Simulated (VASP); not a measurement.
Write the native input for VASP 6.6.1 that does the following.

| Item | Value |
| --- | --- |
| Task | single point |
| Functional | PBEsol |
| Potentials or basis | VASP PAW PBE potentials, release 64 (Ba_sv) |
| Cutoff | 520 eV |
| k mesh | 10 × 10 × 3 |
| Occupations | fermi-dirac, width 0.1 eV |
| Spin | no spin polarisation |
| Dipole correction | no |
| Further INCAR settings | ALGO = Normal; EDIFF = 1e-06; NBANDS = 28 |

The structure of Ba lies in POSCAR:

```
Ba
1.0
    4.4132910445      0.0000000000      0.0000000000
   -2.2066455223      3.8220221589      0.0000000000
    0.0000000000      0.0000000000     14.4025913304
Ba
4
Direct
    1.0000000000      0.0000000000      1.0000000000
    1.0000000000      0.0000000000      0.5000000000
    0.3333333333      0.6666666667      0.2500000000
    0.6666666667      0.3333333333      0.7500000000
```

This isn't the form of Ba at room conditions, which is bcc.

One way to write it, as run:

INCAR

```
SYSTEM = Ba
  PREC = Accurate
  ENCUT = 520
  EDIFF = 1E-6
  ISMEAR = -1
  SIGMA = 0.1
  LREAL = .FALSE.
  LASPH = .TRUE.
  NELM = 60
  ALGO = Normal
  ISIF = 2
  LWAVE = .FALSE.
  LCHARG = .TRUE.
  GGA = PS
  LELF = .TRUE.
  LVHAR = .TRUE.
  NBANDS = 28
```

KPOINTS

```
Automatic mesh
0
G
  10 10 3
  0 0 0
```

Potentials or basis: VASP PAW PBE potentials, release 64 (Ba_sv).

Command:

```console
$ cat potpaw_PBE.64/Ba_sv/POTCAR > POTCAR
$ mpirun -np 1 vasp_std > vasp.out
```

Results of the run:

```json
{
  "Pressure": "-0.2 GPa",
  "Band gap on the k mesh": "zero (bands 20 and 21 overlap by 0.12 eV)"
}
```

Caveat: the PAW data sets were made with another functional, which shifts forces and pressure a little; spin-orbit coupling is left out, which moves the levels of the heavy elements.

Run time: 2.2 min on 1 thread of AMD EPYC 9R45 96-Core Processor (Zen 5), with other jobs on the host, peak memory 0.4 GiB.
